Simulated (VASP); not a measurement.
Wanted: the native input for a VASP 6.6.1 run.

```yaml
Task: single point
Functional: PBE
Potentials_or_basis: VASP PAW PBE potentials, release 64 (Sc_sv, Ga_d, N)
Cutoff: 520 eV
k_mesh: 14 × 14 × 14
Occupations: gaussian, width 0.1 eV
Spin: no spin polarisation
Dipole_correction: no
Further_INCAR_settings: ALGO = Normal; EDIFF = 1e-07; NBANDS = 22
```

The structure of ScGaN lies in POSCAR:

```
ScGaN
1.0
    3.1052868453      0.0000000000      0.0000000000
    0.0000000000      3.1052868453      0.0000000000
    0.0000000000      0.0000000000      4.4723657310
Sc Ga N
1 1 1
Direct
    0.0000000000      0.0000000000      0.0000000000
    0.5000000000      0.5000000000      0.5000000000
    0.5000000000      0.5000000000      0.0000000000
```

The cell was generated, and may not be a known phase.

These files were run (other wordings do the same):

INCAR

```
SYSTEM = ScGaN
PREC     = Accurate       ! precision mode
ENCUT    = 520            ! plane-wave cutoff, eV
EDIFF    = 1E-7           ! SCF threshold, eV
ISMEAR   = 0              ! smearing method
SIGMA    = 0.1            ! smearing width, eV
LREAL    = .FALSE.        ! projectors in reciprocal space
LASPH    = .TRUE.         ! aspherical terms in the spheres
NELM     = 80             ! most SCF steps
ALGO     = Normal         ! electronic algorithm
ISIF     = 2              ! what is computed and relaxed
LWAVE    = .FALSE.        ! write WAVECAR
LCHARG   = .FALSE.        ! write CHGCAR
GGA      = PE             ! functional
NBANDS   = 22             ! bands
```

KPOINTS

```
regular mesh
0
G
  14 14 14
  0 0 0
```

Potentials or basis: VASP PAW PBE potentials, release 64 (Sc_sv, Ga_d, N).

Run with:

```console
$ cat potpaw_PBE.64/Sc_sv/POTCAR potpaw_PBE.64/Ga_d/POTCAR potpaw_PBE.64/N/POTCAR > POTCAR
$ mpirun -np 1 vasp_std > vasp.out
```

It gave:

```
Pressure               : 0.5 GPa
Band gap on the k mesh : zero (an odd number of electrons rules out a gap without spin polarisation)
```

It took 88 s on 1 thread of Intel(R) Xeon(R) 6975P-C (Granite Rapids), with other jobs on the host, peak memory 0.38 GiB.
